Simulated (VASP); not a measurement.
A run of VASP 6.6.1:

Contents of POSCAR:

```
NaCl
1.0
    0.0000000000      2.8026988254      2.8026988254
    2.8026988254      0.0000000000      2.8026988254
    2.8026988254      2.8026988254      0.0000000000
Na Cl
1 1
Direct
    0.0000000000      0.0000000000      0.0000000000
    0.5000000000      0.5000000000      0.5000000000
```

File INCAR.step1:

```
SYSTEM = NaCl
PREC = Accurate
ENCUT = 520
EDIFF = 1E-5
ISMEAR = 0
SIGMA = 0.01
LREAL = .False.
LASPH = .True.
NELM = 60
ALGO = Normal
ISIF = 2
LWAVE = .True.
LCHARG = .False.
GGA = PE
NBANDS = 14
```

The input INCAR.step2:

```
SYSTEM = NaCl
PREC = Accurate
ENCUT = 520
EDIFF = 1E-6
ISMEAR = 0
SIGMA = 0.01
LREAL = .False.
LASPH = .True.
NELM = 60
ALGO = Normal
ISIF = 2
LWAVE = .False.
LCHARG = .False.
GGA = PE
LHFCALC = .True.
HFSCREEN = 0.2079
PRECFOCK = Normal
ISTART = 1
NBANDS = 14
```

Contents of KPOINTS:

```
regular mesh
0
Gamma
  6 6 6
  0 0 0
```

Potentials or basis: VASP PAW PBE potentials, release 64 (Na_pv, Cl).

Launch:

```bash
$ cat potpaw_PBE.64/Na_pv/POTCAR potpaw_PBE.64/Cl/POTCAR > POTCAR
$ cp INCAR.step1 INCAR
$ mpirun -np 1 vasp_std > vasp.out
$ cp INCAR.step2 INCAR
$ mpirun -np 1 vasp_std > vasp.out
```

Hardware: 1 thread of Intel Xeon 8259CL (shared host).

Problem. Estimate the wall time of this run.

Solution. It took 25 min on 1 thread of Intel Xeon 8259CL, on a shared host, peak memory 0.28 GiB. Counts: k points 16.
